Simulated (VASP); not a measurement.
# CuSi2Pd2 (I4/mmm) in VASP: single point with PBE

Aim: the single point of CuSi2Pd2 with PBE.

Everything below comes from runs of VASP 6.6.1. Logs are shortened: lines on timing, memory, paths and dates and some standing lists are left out, and cuts for length are marked.

**1. The cell of the first run**

It takes space group I4/mmm (No. 139, tetragonal). The conventional cell has a = 3.929 Å, b = 3.929 Å, c = 9.337 Å, α = 90.00°, β = 90.00°, γ = 90.00°. Within 3.1 Å of Pd (site symmetry -4m2) lie 4 Si at 2.36 Å and 4 Pd at 2.78 Å and 4 Cu at 3.05 Å. Within 2.7 Å of Si (site symmetry 4mm) lie 1 Si at 2.05 Å and 4 Pd at 2.36 Å. Within 4.0 Å of Cu (site symmetry 4/mmm) lie 10 Si at 2.96 to 3.64 Å and 8 Pd at 3.05 Å and 4 Cu at 3.93 Å.

**2. Single point, PBE**

The input, POSCAR:

```
CuSi2Pd2
1.0
    0.0000000000      3.9292940000      0.0000000000
    3.9292940000      0.0000000000      0.0000000000
    1.9646470000      1.9646470000     -4.6683320000
Pd Si Cu
2 2 1
Direct
    0.7500000000      0.2500000000      0.5000000000
    0.2500000000      0.7500000000      0.5000000000
    0.3900000000      0.3900000000      0.2200000000
    0.6100000000      0.6100000000      0.7800000000
    0.0000000000      0.0000000000      0.0000000000
```

The input, INCAR.step1:

```
SYSTEM = CuSi2Pd2
ALGO     = Normal         ! electronic algorithm
EDIFF    = 1E-6           ! SCF threshold, eV
ENCUT    = 520            ! plane-wave cutoff, eV
GGA      = PE             ! functional
GGA_COMPAT= .FALSE.      
ISIF     = 2              ! what is computed and relaxed
ISMEAR   = -5             ! smearing method
LASPH    = .TRUE.         ! aspherical terms in the spheres
LCHARG   = .TRUE.         ! write CHGCAR
LMAXMIX  = 4              ! l up to which the mixer works
LORBIT   = 11             ! projections on sites
LREAL    = .FALSE.        ! projectors in reciprocal space
LWAVE    = .FALSE.        ! write WAVECAR
NBANDS   = 28             ! bands
NEDOS    = 2001           ! points of the DOS
NELM     = 120            ! most SCF steps
PREC     = Accurate       ! precision mode
SIGMA    = 0.1            ! smearing width, eV
```

The input, KPOINTS.step1:

```
k-points
0
G
  7 7 7
  0 0 0
```

The input, INCAR.step2:

```
SYSTEM = CuSi2Pd2
ALGO     = Normal         ! electronic algorithm
EDIFF    = 1E-6           ! SCF threshold, eV
ENCUT    = 520            ! plane-wave cutoff, eV
GGA      = PE             ! functional
GGA_COMPAT= .FALSE.      
ICHARG   = 11             ! starting density
ISIF     = 2              ! what is computed and relaxed
ISMEAR   = -5             ! smearing method
LASPH    = .TRUE.         ! aspherical terms in the spheres
LCHARG   = .FALSE.        ! write CHGCAR
LMAXMIX  = 4              ! l up to which the mixer works
LORBIT   = 11             ! projections on sites
LREAL    = .FALSE.        ! projectors in reciprocal space
LWAVE    = .FALSE.        ! write WAVECAR
NBANDS   = 28             ! bands
NEDOS    = 1001           ! points of the DOS
NELM     = 120            ! most SCF steps
PREC     = Accurate       ! precision mode
SIGMA    = 0.1            ! smearing width, eV
```

The input, KPOINTS.step2:

```
k-points
0
G
  11 11 11
  0 0 0
```

Potentials or basis: VASP PAW PBE potentials, release 64 (Pd, Si, Cu).

Run with:

```bash
> cat potpaw_PBE.64/Pd/POTCAR potpaw_PBE.64/Si/POTCAR potpaw_PBE.64/Cu/POTCAR > POTCAR
> cp INCAR.step1 INCAR
> cp KPOINTS.step1 KPOINTS
> mpirun -np 1 vasp_std > vasp.out
> cp INCAR.step2 INCAR
> cp KPOINTS.step2 KPOINTS
> mpirun -np 1 vasp_std > vasp.out
```

OUTCAR:

```text
SYSTEM = CuSi2Pd2
   EDIFF = 1E-6
   ENCUT = 520
   GGA = PE
   ICHARG = 11
   ISIF = 2
   ISMEAR = -5
   LASPH = .TRUE.
   LORBIT = 11
   LREAL = .FALSE.
   NELM = 120
   PREC = Accurate

 ion  position               nearest neighbor table
   1  0.750  0.250  0.500-   3 2.36   3 2.36   4 2.36   4 2.36   2 2.78   2 2.78   2 2.78   2 2.78
                             5 3.05   5 3.05   5 3.05   5 3.05
   2  0.250  0.750  0.500-   3 2.36   3 2.36   4 2.36   4 2.36   1 2.78   1 2.78   1 2.78   1 2.78
                             5 3.05   5 3.05   5 3.05   5 3.05
   3  0.390  0.390  0.220-   4 2.05   2 2.36   1 2.36   2 2.36   1 2.36   5 2.96   5 2.96   5 2.96
                             5 2.96
   4  0.610  0.610  0.780-   3 2.05   1 2.36   1 2.36   2 2.36   2 2.36   5 2.96   5 2.96   5 2.96
                             5 2.96
   5  0.000  0.000  0.000-   4 2.96   4 2.96   4 2.96   3 2.96   4 2.96   3 2.96   3 2.96   3 2.96
                             1 3.05   2 3.05   2 3.05   1 3.05   2 3.05   1 3.05   2 3.05   1 3.05

  LATTYP: Found a body centered tetragonal cell.
 ALAT       =     3.9292940000
 C/A-ratio  =     2.3761683397

  Lattice vectors:

 A1 = (  -1.9646470000,   1.9646470000,   4.6683320000)
 A2 = (   1.9646470000,  -1.9646470000,   4.6683320000)
 A3 = (   1.9646470000,   1.9646470000,  -4.6683320000)

Analysis of symmetry for initial positions (statically):
=====================================================================
 Subroutine PRICEL returns:
 Original cell was already a primitive cell.

 Routine SETGRP: Setting up the symmetry group for a
 body centered tetragonal supercell.

 Subroutine GETGRP returns: Found 16 space group operations
 (whereof 16 operations were pure point group operations)
 out of a pool of 16 trial point group operations.

The static configuration has the point symmetry D_4h.

Analysis of symmetry for dynamics (positions and initial velocities):
=====================================================================
 Subroutine PRICEL returns:
 Original cell was already a primitive cell.

 Routine SETGRP: Setting up the symmetry group for a
 body centered tetragonal supercell.

 Subroutine GETGRP returns: Found 16 space group operations
 (whereof 16 operations were pure point group operations)
 out of a pool of 16 trial point group operations.

The dynamic configuration has the point symmetry D_4h.

 Subroutine INISYM returns: Found 16 space group operations
 (whereof 16 operations are pure point group operations),
 and found     1 'primitive' translations

----------------------------------------------------------------------------------------

                                     Primitive cell

  volume of cell :      72.0760

  direct lattice vectors                    reciprocal lattice vectors
     0.000000000  3.929294000  0.000000000     0.000000000  0.254498645  0.107104636
     3.929294000  0.000000000  0.000000000     0.254498645  0.000000000  0.107104636
     1.964647000  1.964647000 -4.668332000     0.000000000  0.000000000 -0.214209272

  length of vectors
     3.929294000  3.929294000  5.432586799     0.276117662  0.276117662  0.214209272

  position of ions in fractional coordinates (direct lattice)
     0.750000000  0.250000000  0.500000000
     0.250000000  0.750000000  0.500000000
     0.390000000  0.390000000  0.220000000
     0.610000000  0.610000000  0.780000000
     0.000000000  0.000000000  0.000000000

  ion indices of the primitive-cell ions
   primitive index   ion index
                 1           1
                 2           2
                 3           3
                 4           4
                 5           5

----------------------------------------------------------------------------------------

 KPOINTS: k-points

Automatic generation of k-mesh.
 Grid dimensions read from file:
 generate k-points for:   11   11   11

 Generating k-lattice:

  Cartesian coordinates                     Fractional coordinates (reciprocal lattice)
     0.000000000  0.023136240  0.009736785     0.090909091  0.000000000  0.000000000
     0.023136240  0.000000000  0.009736785     0.000000000  0.090909091  0.000000000
     0.000000000  0.000000000 -0.019473570     0.000000000  0.000000000  0.090909091

  Length of vectors
     0.025101606  0.025101606  0.019473570

  Shift w.r.t. Gamma in fractional coordinates (k-lattice)
     0.000000000  0.000000000  0.000000000

 TETIRR: Found   3746 inequivalent tetrahedra from     7986

 Subroutine IBZKPT returns following result:
 ===========================================

 Found    126 irreducible k-points:

 Following reciprocal coordinates:
            Coordinates               Weight
  0.000000  0.000000  0.000000      1.000000
  0.090909  0.000000 -0.000000      8.000000
  0.181818  0.000000 -0.000000      8.000000
  0.272727  0.000000  0.000000      8.000000
  0.363636  0.000000  0.000000      8.000000
  0.454545  0.000000 -0.000000      8.000000
[... 16 lines left out ...]
 -0.272727  0.181818 -0.000000     16.000000
 -0.181818  0.181818  0.000000      4.000000
 [... further k-points ...]
   k-points           NKPTS =    126   k-points in BZ     NKDIM =    126   number of bands    NBANDS=     28
   number of dos      NEDOS =   1001   number of ions     NIONS =      5
   total plane-waves  NPLWV =  36000
   dimension x,y,z NGX =    30 NGY =   30 NGZ =   40
   dimension x,y,z NGXF=    60 NGYF=   60 NGZF=   80
   ions per type =               2   2   1
   NGX,Y,Z   is equivalent  to a cutoff of  12.69, 12.69, 12.24 a.u.
   NGXF,Y,Z  is equivalent  to a cutoff of  25.39, 25.39, 24.48 a.u.
 SYSTEM =  CuSi2Pd2
   PREC   = accura    normal or accurate (medium, high low for compatibility)
   ISTART =      0    job   : 0-new  1-cont  2-samecut
   ICHARG =     11    charge: 1-file 2-atom 10-const
   ISPIN  =      1    spin polarized calculation?
   LNONCOLLINEAR =      F non collinear calculations
   LSORBIT =      F    spin-orbit coupling
   LASPH  =      T    aspherical Exc in radial PAW
   ENCUT  =  520.0 eV  38.22 Ry    6.18 a.u.   7.31  7.31 10.10*2*pi/ulx,y,z
   NELM   =    120;   NELMIN=  2; NELMDL=  0     # of ELM steps
   EDIFF  = 0.1E-05   stopping-criterion for ELM
   LREAL  =      F    real-space projection
   EDIFFG = 0.1E-04   stopping-criterion for IOM
   NSW    =      0    number of steps for IOM
   IBRION =     -1    ionic relax: 0-MD 1-quasi-New 2-CG
   NFREE  =      0    steps in history (QN), initial steepest desc. (CG)
   ISIF   =      2    stress and relaxation
   ISYM   =      2    0-nonsym 1-usesym 2-fastsym
   POTIM  = 0.5000    time-step for ionic-motion
   TEBEG  =    0.0;   TEEND  =   0.0 temperature during run
   PSTRESS=    0.0 pullay stress
   NELECT =      39.0000    total number of electrons
   NUPDOWN=      -1.0000    fix difference up-down
   EMIN   =  10.00;   EMAX   =-10.00  energy-range for DOS
   EFERMI =   0.00;   METHOD = LEGACY
   ISMEAR =    -5;   SIGMA  =   0.10  broadening in eV -4-tet -1-fermi 0-gaus
   EFERMI_NEDOS =   21; number of points for ismear=-14 and -15
   IALGO  =     38    algorithm
   IMIX   =      4    mixing-type and parameters
     AMIX     =   0.40;   BMIX     =  1.00
     AMIX_MAG =   1.60;   BMIX_MAG =  1.00
  volume/ion in A,a.u.               =      14.42        97.28
  Fermi-wavevector in a.u.,A,eV,Ry     =   1.334032  2.520954 24.213475  1.779640
  Thomas-Fermi vector in A             =   2.462844
   LORBIT       =     11    0 simple, 1 ext, 2 COOP (PROOUT), +10 PAW based schemes
   GGA     = PE    functional components
   LHFCALC =     F    Hartree Fock is set to
   AEXX    =    0.0000 exact exchange contribution
   IVDW    =     0    specifies the selected vdW correction
   LEPSILON=     F    determine dielectric tensor
   LRPA    =     F    only Hartree local field effects (RPA)
 non-spin polarized calculation
 Fermi weights with tetrahedron method with Bloechl corrections
  energy-cutoff  :      520.00
  volume of cell :       72.08
 maximum number of plane-waves:      1985
 NGX is ok and might be reduce to    30

 number of electron      38.9999992 magnetization

 Free energy of the ion-electron system (eV)
  ---------------------------------------------------
  ext. energy  EPLUGINS =         0.00000000
  ---------------------------------------------------
  free energy    TOTEN  =       -25.48229658 eV

  energy without entropy =      -25.48229658  energy(sigma->0) =      -25.48229658

 E-fermi :   9.6244     XC(G=0): -11.9976

 val. band max:        9.7385347831   @ k =   0.0909   0.0909  -0.0000
 cond. band min:       9.6115982257   @ k =  -0.1818   0.0000   0.2727
 fundamental gap:     -0.1269365574
 Fermi energy:         9.6244096860

 k-point     1 :       0.0000    0.0000    0.0000
  band No.  band energies     occupation
      1      -2.2678      2.00000
      2       1.1723      2.00000
      3       2.5403      2.00000
      4       3.6280      2.00000
      5       3.6546      2.00000
      6       3.6546      2.00000
[... 20 lines left out ...]
     27      17.7026      0.00000
     28      17.7026      0.00000

 k-point     2 :       0.0909    0.0000   -0.0000
  band No.  band energies     occupation
      1      -2.1895      2.00000
      2       1.1867      2.00000
      3       2.6118      2.00000
      4       3.5898      2.00000
      5       3.5987      2.00000
      6       3.7796      2.00000
[... 674 lines left out ...]
 k-point    24 :      -0.1818    0.1818    0.0000
  band No.  band energies     occupation
      1      -1.7711      2.00000
      2       1.4429      2.00000
      3       2.9259      2.00000
      4       3.2405      2.00000
      5       4.0113      2.00000
      6       4.1000      2.00000
[... 20 lines left out ...]
     27      18.0034      0.00000
     28      18.5489      0.00000

 [... further k-points ...]

------------------------ aborting loop because EDIFF is reached ----------------------------------------

  FORCE on cell =-STRESS in cart. coord.  units (eV):
  Direction    XX          YY          ZZ          XY          YZ          ZX
  --------------------------------------------------------------------------------------
  -------------------------------------------------------------------------------------
  Total        5.4349128      5.4349128     11.1614717      0.0000000      0.0000000      0.0000000
  in kB      120.8126419    120.8126419    248.1082819      0.0000000      0.0000000      0.0000000
  external PRESSURE =     163.2445219 kB  Pullay stress =       0.0000000 kB

 VOLUME and BASIS-vectors are now :
 -----------------------------------------------------------------------------
  energy-cutoff  :      520.00
  volume of cell :       72.08
      direct lattice vectors                 reciprocal lattice vectors
     0.000000000  3.929294000  0.000000000     0.000000000  0.254498645  0.107104636
     3.929294000  0.000000000  0.000000000     0.254498645  0.000000000  0.107104636
     1.964647000  1.964647000 -4.668332000     0.000000000  0.000000000 -0.214209272

 POSITION                                       TOTAL-FORCE (eV/Angst)
 -----------------------------------------------------------------------------------
      1.96465      3.92929     -2.33417        -0.000000     -0.000000      0.000000
      3.92929      1.96465     -2.33417         0.000000      0.000000      0.000000
      1.96465      1.96465     -1.02703         0.000000      0.000000     -1.945833
      3.92929      3.92929     -3.64130        -0.000000     -0.000000      1.945833
      0.00000      0.00000      0.00000        -0.000000      0.000000      0.000000
 -----------------------------------------------------------------------------------
    total drift:                                0.000000     -0.000000      0.000000

  FREE ENERGIE OF THE ION-ELECTRON SYSTEM (eV)
  ---------------------------------------------------
  free  energy   TOTEN  =       -25.4822965818 eV

  energy  without entropy=      -25.4822965818  energy(sigma->0) =      -25.48229658

 total charge

# of ion       s       p       d       tot
------------------------------------------
    1        0.556   0.704   8.643   9.903
    2        0.556   0.704   8.643   9.903
    3        0.790   0.938   0.000   1.728
    4        0.790   0.938   0.000   1.728
    5        0.298   0.215   9.239   9.752
--------------------------------------------------
tot          2.991   3.500  26.525  33.015
```

It took 6.2 min on 1 thread of Intel Xeon 8259CL, shared host; peak memory 0.36 GiB.

Results:

* Valence electrons inside the program's atomic spheres: Pd 9.90; Si 1.73; Cu 9.75

Levels at points of the mesh, in eV from the Fermi level:
```csv
k point,band 18,band 19,band 20,band 21,band 22,band 23
"(0.00, 0.00, 0.00)",-1.47,0.84,0.84,1.20,1.20,1.26
```

Caveat: tetrahedron occupations give inexact forces and stress in metals.
